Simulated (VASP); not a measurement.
# HfO2: single point with BLYP+D4

The system is HfO2.

```
Hf O
1.0
     0.00000    2.54034    2.54034
     2.54034    0.00000    2.54034
     2.54034    2.54034    0.00000
Hf O
1 2
Cartesian
  0.0000 0.0000 0.0000
  3.8105 3.8105 3.8105
  1.2702 1.2702 1.2702
```

```
Program             : VASP 6.6.1
Task                : single point
Functional          : BLYP
Dispersion          : D4
Potentials or basis : VASP PAW PBE potentials, release 64 (Hf_pv, O)
Cutoff              : 520 eV
k mesh              : 9 × 9 × 9
Occupations         : fermi-dirac, width 0.05 eV
Spin                : no spin polarisation
```

The pressure is -0.2 GPa and the band gap on the k mesh is 3.94 eV, indirect (least direct gap 4.09 eV). The dispersion energy per atom is -0.361 eV.

Levels at points of the mesh, in eV from the valence-band top:
```
           k point  band 8  band 9  band 10  band 11  band 12  band 13  band 14  band 15
(0.00, 0.00, 0.00)   -5.19   -0.54    -0.54    -0.54     3.94     3.94     6.15    10.35
```

Run time: 28 s on 1 thread of Intel Xeon 6975P-C, with other jobs on the host, peak memory 0.17 GiB.

Caveat: the PAW data sets were made with another functional, which shifts forces and pressure a little; spin-orbit coupling is left out, which moves the levels of the heavy elements. A k mesh can miss the band edges.
